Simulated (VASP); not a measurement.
# CaSe (I4/mmm) in VASP: a series of runs

The runs below take CaSe through single point, with PBE.

All numbers are computed with VASP 6.6.1; they aren't measurements. Logs are shortened: lines on timing, memory, paths and dates and some standing lists are left out, and cuts for length are marked.

**1. The cell of the first run**

Symmetry: I4/mmm, No. 139, tetragonal system. The conventional cell has a = 4.197 Å, b = 4.197 Å, c = 5.819 Å, α = 90.00°, β = 90.00°, γ = 90.00°. Within 3.8 Å of Ca (site symmetry 4/mmm) lie 6 Se at 2.91 to 2.97 Å. Within 3.8 Å of Se (site symmetry 4/mmm) lie 6 Ca at 2.91 to 2.97 Å.

**2. Single point, PBE (uniaxial z strain -1.9%)**

File INCAR:

```
ALGO = Normal
EDIFF = 1E-6
ENCUT = 500
GGA = PE
GGA_COMPAT = False
ISIF = 2
ISMEAR = -1
LASPH = True
LCHARG = False
LREAL = False
LWAVE = False
NBANDS = 15
NELM = 120
PREC = Accurate
SIGMA = 0.02
```

File KPOINTS:

```
k-points
0
Gamma
  8 8 8
```

File POSCAR:

```
CaSe
1.0
    0.0000000000      2.9675351117      2.9096681770
    2.9675351117      0.0000000000      2.9096681770
    2.9675351117      2.9675351117      0.0000000000
Ca Se
1 1
Direct
    0.0000000000      0.0000000000      0.0000000000
    0.5000000000      0.5000000000      0.5000000000
```

Potentials or basis: VASP PAW PBE potentials, release 64 (Ca_sv, Se).

On the command line:

```
$ cat potpaw_PBE.64/Ca_sv/POTCAR potpaw_PBE.64/Se/POTCAR > POTCAR
$ mpirun -np 1 vasp_std > vasp.out
```

OUTCAR:

```text
EDIFF = 1E-6
   ENCUT = 500
   GGA = PE
   ISIF = 2
   ISMEAR = -1
   LASPH = True
   LREAL = False
   NELM = 120
   PREC = Accurate

 ion  position               nearest neighbor table
   1  0.000  0.000  0.000-   2 2.91   2 2.91   2 2.97   2 2.97   2 2.97   2 2.97
   2  0.500  0.500  0.500-   1 2.91   1 2.91   1 2.97   1 2.97   1 2.97   1 2.97

  LATTYP: Found a body centered tetragonal cell.
 ALAT       =     4.1967284018
 C/A-ratio  =     1.3866363979

  Lattice vectors:

 A1 = (   0.0000000000,  -2.9675351117,  -2.9096681770)
 A2 = (   0.0000000000,   2.9675351117,  -2.9096681770)
 A3 = (   2.9675351117,   0.0000000000,   2.9096681770)

Analysis of symmetry for initial positions (statically):
=====================================================================
 Subroutine PRICEL returns:
 Original cell was already a primitive cell.

 Routine SETGRP: Setting up the symmetry group for a
 body centered tetragonal supercell.

 Subroutine GETGRP returns: Found 16 space group operations
 (whereof 16 operations were pure point group operations)
 out of a pool of 16 trial point group operations.

The static configuration has the point symmetry D_4h.

Analysis of symmetry for dynamics (positions and initial velocities):
=====================================================================
 Subroutine PRICEL returns:
 Original cell was already a primitive cell.

 Routine SETGRP: Setting up the symmetry group for a
 body centered tetragonal supercell.

 Subroutine GETGRP returns: Found 16 space group operations
 (whereof 16 operations were pure point group operations)
 out of a pool of 16 trial point group operations.

The dynamic configuration has the point symmetry D_4h.

 Subroutine INISYM returns: Found 16 space group operations
 (whereof 16 operations are pure point group operations),
 and found     1 'primitive' translations

----------------------------------------------------------------------------------------

                                     Primitive cell

  volume of cell :      51.2466

  direct lattice vectors                    reciprocal lattice vectors
     0.000000000  2.967535112  2.909668177    -0.168490003  0.168490003  0.171840901
     2.967535112  0.000000000  2.909668177     0.168490003 -0.168490003  0.171840901
     2.967535112  2.967535112  0.000000000     0.168490003  0.168490003 -0.171840901

  length of vectors
     4.156011735  4.156011735  4.196728402     0.293780628  0.293780628  0.293780628

  position of ions in fractional coordinates (direct lattice)
     0.000000000  0.000000000  0.000000000
     0.500000000  0.500000000  0.500000000

  ion indices of the primitive-cell ions
   primitive index   ion index
                 1           1
                 2           2

----------------------------------------------------------------------------------------

 KPOINTS: k-points

Automatic generation of k-mesh.
 Grid dimensions read from file:
 generate k-points for:    8    8    8

 Generating k-lattice:

  Cartesian coordinates                     Fractional coordinates (reciprocal lattice)
    -0.021061250  0.021061250  0.021480113     0.125000000  0.000000000  0.000000000
     0.021061250 -0.021061250  0.021480113     0.000000000  0.125000000  0.000000000
     0.021061250  0.021061250 -0.021480113    -0.000000000 -0.000000000  0.125000000

  Length of vectors
     0.036722578  0.036722578  0.036722578

  Shift w.r.t. Gamma in fractional coordinates (k-lattice)
     0.000000000  0.000000000  0.000000000

 Subroutine IBZKPT returns following result:
 ===========================================

 Found     59 irreducible k-points:

 Following reciprocal coordinates:
            Coordinates               Weight
  0.000000  0.000000  0.000000      1.000000
  0.125000  0.000000  0.000000      8.000000
  0.250000  0.000000  0.000000      8.000000
  0.375000  0.000000  0.000000      8.000000
  0.500000  0.000000  0.000000      4.000000
  0.125000  0.125000  0.000000      2.000000
[... 16 lines left out ...]
  0.250000  0.000000  0.125000     16.000000
  0.375000  0.000000  0.125000     16.000000
 [... further k-points ...]
   k-points           NKPTS =     59   k-points in BZ     NKDIM =     59   number of bands    NBANDS=     15
   number of dos      NEDOS =    301   number of ions     NIONS =      2
   total plane-waves  NPLWV =  28800
   dimension x,y,z NGX =    30 NGY =   30 NGZ =   32
   dimension x,y,z NGXF=    60 NGYF=   60 NGZF=   64
   ions per type =               1   1
   NGX,Y,Z   is equivalent  to a cutoff of  12.00, 12.00, 12.68 a.u.
   NGXF,Y,Z  is equivalent  to a cutoff of  24.00, 24.00, 25.35 a.u.
 SYSTEM =  unknown system
   PREC   = accura    normal or accurate (medium, high low for compatibility)
   ISTART =      0    job   : 0-new  1-cont  2-samecut
   ICHARG =      2    charge: 1-file 2-atom 10-const
   ISPIN  =      1    spin polarized calculation?
   LNONCOLLINEAR =      F non collinear calculations
   LSORBIT =      F    spin-orbit coupling
   LASPH  =      T    aspherical Exc in radial PAW
   ENCUT  =  500.0 eV  36.75 Ry    6.06 a.u.   7.58  7.58  7.65*2*pi/ulx,y,z
   NELM   =    120;   NELMIN=  2; NELMDL= -5     # of ELM steps
   EDIFF  = 0.1E-05   stopping-criterion for ELM
   LREAL  =      F    real-space projection
   EDIFFG = 0.1E-04   stopping-criterion for IOM
   NSW    =      0    number of steps for IOM
   IBRION =     -1    ionic relax: 0-MD 1-quasi-New 2-CG
   NFREE  =      0    steps in history (QN), initial steepest desc. (CG)
   ISIF   =      2    stress and relaxation
   ISYM   =      2    0-nonsym 1-usesym 2-fastsym
   POTIM  = 0.5000    time-step for ionic-motion
   TEBEG  =    0.0;   TEEND  =   0.0 temperature during run
   PSTRESS=    0.0 pullay stress
   NELECT =      16.0000    total number of electrons
   NUPDOWN=      -1.0000    fix difference up-down
   EMIN   =  10.00;   EMAX   =-10.00  energy-range for DOS
   EFERMI =   0.00;   METHOD = LEGACY
   ISMEAR =    -1;   SIGMA  =   0.02  broadening in eV -4-tet -1-fermi 0-gaus
   EFERMI_NEDOS =   21; number of points for ismear=-14 and -15
   IALGO  =     38    algorithm
   IMIX   =      4    mixing-type and parameters
     AMIX     =   0.40;   BMIX     =  1.00
     AMIX_MAG =   1.60;   BMIX_MAG =  1.00
  volume/ion in A,a.u.               =      25.62       172.91
  Fermi-wavevector in a.u.,A,eV,Ry     =   1.110605  2.098740 16.782028  1.233444
  Thomas-Fermi vector in A             =   2.247159
   LORBIT       =      0    0 simple, 1 ext, 2 COOP (PROOUT), +10 PAW based schemes
   GGA     = PE    functional components
   LHFCALC =     F    Hartree Fock is set to
   AEXX    =    0.0000 exact exchange contribution
   IVDW    =     0    specifies the selected vdW correction
   LEPSILON=     F    determine dielectric tensor
   LRPA    =     F    only Hartree local field effects (RPA)
 non-spin polarized calculation
  energy-cutoff  :      500.00
  volume of cell :       51.25
 maximum number of plane-waves:      1316
   NGX = 15   NGY = 15   NGZ = 15

 number of electron      15.9999999 magnetization

 Free energy of the ion-electron system (eV)
  ---------------------------------------------------
  ext. energy  EPLUGINS =         0.00000000
  ---------------------------------------------------
  free energy    TOTEN  =        -9.47144815 eV

  energy without entropy =       -9.47144815  energy(sigma->0) =       -9.47144815

 E-fermi :   2.9808     XC(G=0):  -9.1956

 val. band max:        2.5208639699   @ k =   0.0000   0.0000   0.0000
 cond. band min:       4.5066157608   @ k =   0.5000   0.5000   0.0000
 fundamental gap:      1.9857517908
 Fermi energy:         2.9807662979

 k-point     1 :       0.0000    0.0000    0.0000
  band No.  band energies     occupation
      1     -37.2040      2.00000
      2     -18.2014      2.00000
      3     -18.2014      2.00000
      4     -18.1970      2.00000
      5      -9.3203      2.00000
      6       2.5100      2.00000
      7       2.5100      2.00000
      8       2.5209      2.00000
      9       5.8866      0.00000
     10       6.1742      0.00000
     11       6.1742      0.00000
     12       6.3049      0.00000
     13       6.7611      0.00000
     14       6.8537      0.00000
     15      12.2432      0.00000

 k-point     2 :       0.1250    0.0000    0.0000
  band No.  band energies     occupation
      1     -37.2029      2.00000
      2     -18.2181      2.00000
      3     -18.2029      2.00000
      4     -18.1993      2.00000
      5      -9.2249      2.00000
      6       1.7397      2.00000
      7       2.2636      2.00000
      8       2.2726      2.00000
      9       6.1280      0.00000
     10       6.3969      0.00000
     11       6.4688      0.00000
     12       6.8459      0.00000
     13       7.1695      0.00000
     14       7.2914      0.00000
     15      12.4230      0.00000

 k-point     3 :       0.2500    0.0000    0.0000
  band No.  band energies     occupation
      1     -37.2004      2.00000
      2     -18.2609      2.00000
      3     -18.2064      2.00000
      4     -18.2017      2.00000
      5      -8.9826      2.00000
      6       0.4896      2.00000
      7       1.7934      2.00000
      8       1.8031      2.00000
      9       6.2455      0.00000
     10       6.9345      0.00000
     11       6.9791      0.00000
     12       8.1624      0.00000
     13       8.1706      0.00000
     14       8.4154      0.00000
     15      11.9634      0.00000
[... 343 lines left out ...]
 k-point    23 :       0.2500    0.0000    0.1250
  band No.  band energies     occupation
      1     -37.2006      2.00000
      2     -18.2472      2.00000
      3     -18.2098      2.00000
      4     -18.2061      2.00000
      5      -9.0282      2.00000
      6       0.6864      2.00000
      7       1.8519      2.00000
      8       1.9660      2.00000
      9       5.8292      0.00000
     10       6.9039      0.00000
     11       7.1288      0.00000
     12       7.5406      0.00000
     13       7.6236      0.00000
     14       9.1719      0.00000
     15      12.1637      0.00000

 k-point    24 :       0.3750    0.0000    0.1250
  band No.  band energies     occupation
      1     -37.1981      2.00000
      2     -18.2862      2.00000
      3     -18.2140      2.00000
      4     -18.2096      2.00000
      5      -8.7877      2.00000
      6      -0.1367      2.00000
      7       1.3556      2.00000
      8       1.5777      2.00000
      9       6.1877      0.00000
     10       7.5733      0.00000
     11       7.7440      0.00000
     12       8.3512      0.00000
     13       8.5201      0.00000
     14       9.7975      0.00000
     15      11.0984      0.00000

 [... further k-points ...]

------------------------ aborting loop because EDIFF is reached ----------------------------------------

  FORCE on cell =-STRESS in cart. coord.  units (eV):
  Direction    XX          YY          ZZ          XY          YZ          ZX
  --------------------------------------------------------------------------------------
  -------------------------------------------------------------------------------------
  Total        0.3655834      0.3655834      1.0248296      0.0000000     -0.0000000      0.0000000
  in kB       11.4296216     11.4296216     32.0403366      0.0000000     -0.0000000      0.0000000
  external PRESSURE =      18.2998599 kB  Pullay stress =       0.0000000 kB

 VOLUME and BASIS-vectors are now :
 -----------------------------------------------------------------------------
  energy-cutoff  :      500.00
  volume of cell :       51.25
      direct lattice vectors                 reciprocal lattice vectors
     0.000000000  2.967535112  2.909668177    -0.168490003  0.168490003  0.171840901
     2.967535112  0.000000000  2.909668177     0.168490003 -0.168490003  0.171840901
     2.967535112  2.967535112  0.000000000     0.168490003  0.168490003 -0.171840901

 POSITION                                       TOTAL-FORCE (eV/Angst)
 -----------------------------------------------------------------------------------
      0.00000      0.00000      0.00000        -0.000000      0.000000     -0.000000
      2.96754      2.96754      2.90967         0.000000     -0.000000      0.000000
 -----------------------------------------------------------------------------------
    total drift:                               -0.000000      0.000000      0.000000

  FREE ENERGIE OF THE ION-ELECTRON SYSTEM (eV)
  ---------------------------------------------------
  free  energy   TOTEN  =        -9.4714481534 eV

  energy  without entropy=       -9.4714481534  energy(sigma->0) =       -9.47144815
```

Run time: 36 s. Hardware: 1 thread of AMD EPYC 7R43 (Zen 3), shared host; peak memory 0.16 GiB.

What came out:

```yaml
Free_energy: -9.4714 eV
Pressure: 1.8 GPa
Band_gap_on_the_k_mesh: 1.99 eV (least direct gap 2.90 eV)
```

Stress tensor (GPa, compression positive):
```
1.14 0.00 0.00
0.00 1.14 0.00
0.00 0.00 3.20
```

Caveat: the cell differs from its parent crystal (uniaxial z strain -1.9%).

**3. Single point, PBE (uniaxial x strain +3.3%)**

File INCAR:

```
SYSTEM = CaSe
PREC = Accurate
ENCUT = 500
EDIFF = 1E-6
ISMEAR = -1
SIGMA = 0.02
LREAL = .FALSE.
LASPH = .TRUE.
NELM = 120
ALGO = Normal
ISIF = 2
LWAVE = .FALSE.
LCHARG = .FALSE.
GGA = PE
NBANDS = 15
GGA_COMPAT = .FALSE.
```

File KPOINTS:

```
Automatic mesh
0
G
  8 8 8
  0 0 0
```

File POSCAR:

```
CaSe
1.0
    0.0000000000      2.9675351117      2.9675351117
    3.0645735098      0.0000000000      2.9675351117
    3.0645735098      2.9675351117      0.0000000000
Ca Se
1 1
Direct
    0.0000000000      0.0000000000      0.0000000000
    0.5000000000      0.5000000000      0.5000000000
```

Potentials or basis: VASP PAW PBE potentials, release 64 (Ca_sv, Se).

On the command line:

```
$ cat potpaw_PBE.64/Ca_sv/POTCAR potpaw_PBE.64/Se/POTCAR > POTCAR
$ mpirun -np 1 vasp_std > vasp.out
```

Wall time 40 s (1 thread of AMD EPYC 7R43 (Zen 3), shared host); peak memory 0.16 GiB.

It converged, with:

```yaml
Free_energy: -9.4750 eV
Pressure: -0.7 GPa
Band_gap_on_the_k_mesh: 2.11 eV (least direct gap 2.95 eV)
```

Stress tensor (GPa, compression positive):
```
-2.26  0.00  0.00
 0.00  0.10  0.00
 0.00  0.00  0.10
```

Levels at points of the mesh, in eV from the valence-band top:
```
           k point  band 5  band 6  band 7  band 8  band 9  band 10  band 11  band 12
(0.00, 0.00, 0.00)  -11.66   -0.01    0.00    0.00    3.08     3.58     3.78     3.78
(0.50, 0.00, 0.00)  -11.04   -3.13   -1.12   -1.11    4.44     5.36     5.37     5.44
(0.50, 0.50, 0.00)  -11.12   -2.38   -0.97   -0.89    2.11     4.79     5.05     5.83
(0.00, 0.50, 0.50)  -11.15   -2.47   -0.82   -0.82    2.13     4.91     4.92     5.82
```

Caveat: the cell differs from its parent crystal (uniaxial x strain +3.3%).
